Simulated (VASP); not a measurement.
Crystal: Cu.

```xyz
1
Lattice="0.0000 2.0375 2.0375 2.0375 0.0000 2.0375 2.0375 2.0375 0.0000" Properties=species:S:1:pos:R:3 pbc="T T T"
Cu    0.0000    0.0000    0.0000
```

- Program: VASP 6.6.1
- Task: relaxation of cell and atoms
- Functional: PBE
- Potentials or basis: VASP PAW PBE potentials, release 64 (Cu)
- Cutoff: 600 eV
- k mesh: 8 × 8 × 8
- Occupations: gaussian, width 0.1 eV
- Spin: no spin polarisation

At the start: pressure -19.3 GPa; volume 16.92 Å³/atom.

**Question.** Where does the relaxation end?

**Answer.** Over 3 steps the energy falls by 418.3 meV/atom and the volume is 12.09 Å³/atom (-28.5 %); space group Fm-3m (No. 225, to 0.1 Å) before and after.

Step by step:
| step | energy change (eV) | largest force (eV/Å) | pressure (GPa) | volume (Å³) |
| --- | --- | --- | --- | --- |
| 1 | 0.0000 | 0.0000 | -19.33 | 16.92 |
| 2 | -0.4148 | 0.0000 | -3.34 | 12.40 |
| 3 | -0.4183 | 0.0000 | -0.23 | 12.09 |

Final structure:
```
Cu
1.0
     0.00000    1.82172    1.82172
     1.82172    0.00000    1.82172
     1.82172    1.82172    0.00000
Cu
1
Direct
  0.00000 0.00000 0.00000
```

Caveat: the volume moved by over 15 % at a fixed basis, so the end points are rough.
